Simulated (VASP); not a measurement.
Input of a VASP 6.6.1 run:

File POSCAR:

```
Al
1.0
   -1.5445850000      1.5445850000      1.5445850000
    1.5445850000     -1.5445850000      1.5445850000
    1.5445850000      1.5445850000     -1.5445850000
Al
1
Direct
    0.0000000000      0.0000000000      0.0000000000
```

File INCAR.step1:

```
PREC     = Accurate       # precision mode
ENCUT    = 550            # plane-wave cutoff, eV
ISMEAR   = -1             # smearing method
SIGMA    = 0.0494         # smearing width, eV
LREAL    = False          # projectors in reciprocal space
LASPH    = True           # aspherical terms in the spheres
NELM     = 120            # most SCF steps
NBANDS   = 8              # bands
GGA      = PE             # functional
ALGO     = Normal         # electronic algorithm
EDIFF    = 1E-5           # SCF threshold, eV
LWAVE    = True           # write WAVECAR
LCHARG   = False          # write CHGCAR
GGA_COMPAT= False
```

The input INCAR.step2:

```
PREC     = Accurate       # precision mode
ENCUT    = 550            # plane-wave cutoff, eV
EDIFF    = 1E-6           # SCF threshold, eV
ISMEAR   = -1             # smearing method
SIGMA    = 0.0494         # smearing width, eV
LREAL    = False          # projectors in reciprocal space
LASPH    = True           # aspherical terms in the spheres
NELM     = 120            # most SCF steps
ALGO     = Normal         # electronic algorithm
ISIF     = 2              # what is computed and relaxed
LWAVE    = False          # write WAVECAR
LCHARG   = False          # write CHGCAR
METAGGA  = R2SCAN         # meta-GGA
LMIXTAU  = True         
NBANDS   = 8              # bands
ISTART   = 1            
GGA_COMPAT= False
```

The input KPOINTS:

```
Automatic mesh
0
Gamma
  15 15 15
```

Potentials or basis: VASP PAW PBE potentials, release 64 (Al).

Launch:

```console
$ cat potpaw_PBE.64/Al/POTCAR > POTCAR
$ cp INCAR.step1 INCAR
$ mpirun -np 1 vasp_std > vasp.out
$ cp INCAR.step2 INCAR
$ mpirun -np 1 vasp_std > vasp.out
```

(1) What does it give for the pressure?

Answers

(1) 9.2 GPa.

Caveat: the PAW data sets were made with another functional, which shifts forces and pressure a little.
